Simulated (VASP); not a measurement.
The system is Pt.

```xyz
3
Lattice="2.7589 0.0000 0.0000 -1.3794 2.3893 0.0000 0.0000 0.0000 7.1701" Properties=species:S:1:pos:R:3 pbc="T T T"
Pt    0.0000    0.0000    0.0000
Pt    0.0000    1.5928    2.3900
Pt    1.3794    0.7964    4.7801
```

```yaml
Program: VASP 6.6.1
Task: relaxation of cell and atoms
Functional: PBE
Potentials_or_basis: VASP PAW PBE potentials, release 64 (Pt)
Cutoff: 600 eV
k_mesh: 18 × 18 × 7
Occupations: gaussian, width 0.1 eV
Spin: no spin polarisation
```

At the start: pressure -1.1 GPa; volume 15.75 Å³/atom.

Problem. Where does the relaxation end?

Solution. Over 7 steps the energy falls by 14.6 meV/atom and the volume is 15.62 Å³/atom (-0.9 %); space group R-3m (No. 166, to 0.1 Å) before, Fm-3m (No. 225, to 0.1 Å).

The path:
```
step  energy change (eV)  largest force (eV/Å)  pressure (GPa)  volume (Å³)
   1              0.0000                0.0000           -1.15        47.26
   2             -0.0350                0.0000            2.24        46.47
   3             -0.0359                0.0000            3.02        46.32
   4             -0.0329                0.0000           -3.61        47.58
   5             -0.0438                0.0000           -0.19        46.89
   6             -0.0438                0.0000           -0.12        46.88
   7             -0.0438                0.0000            0.04        46.85
```

Final structure:
```
Pt
1.0
     2.80458    0.00000    0.00000
    -1.40229    2.42884    0.00000
     0.00000    0.00000    6.87750
Pt
3
Direct
  0.00000 0.00000 0.00000
  0.33333 0.66667 0.33333
  0.66667 0.33333 0.66667
```
